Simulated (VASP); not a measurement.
# Cr: single point with r2SCAN

Crystal: Cr.

```
CELL_PARAMETERS angstrom
-1.41488 1.41488 1.41488
1.41488 -1.41488 1.41488
1.41488 1.41488 -1.41488
ATOMIC_POSITIONS crystal
Cr 0.00000 0.00000 0.00000
```

- Program: VASP 6.6.1
- Task: single point
- Functional: r2SCAN
- Potentials or basis: VASP PAW PBE potentials, release 64 (Cr_pv)
- Cutoff: 520 eV
- k mesh: 7 × 7 × 7
- Occupations: fermi-dirac, width 0.05 eV
- Spin: collinear spin, ferromagnetic start
- Starting moments: [1.5] μB
- Dipole correction: no
- Further INCAR settings: ALGO = Normal; EDIFF = 1e-07; NBANDS = 16

- Pressure: 0.5 GPa
- Band gap on the k mesh: zero (filled and empty bands overlap)
- Net moment: 0.00 μB per cell
- Valence electrons inside the program's atomic spheres: Cr 11.32

Levels at points of the mesh, in eV from the Fermi level:
Spin up:
```tsv
k point	band 2	band 3	band 4	band 5	band 6	band 7	band 8	band 9	band 10	band 11
(0.00, 0.00, 0.00)	-44.35	-44.35	-8.58	-1.05	-1.05	-1.05	1.39	1.39	3.21	23.15
```
Spin down:
```
           k point  band 4  band 5  band 6  band 7  band 8  band 9
(0.00, 0.00, 0.00)   -8.58   -1.05   -1.05   -1.05    1.39    1.39
```

It took 30 s on 1 thread of AMD EPYC 7R13 Processor (Zen 3), with other jobs on the host, peak memory 0.1 GiB.

Caveat: the k points lie up to 0.45 Å⁻¹ apart, too coarse for converged energies and pressures of a metal; the PAW data sets were made with another functional, which shifts forces and pressure a little.
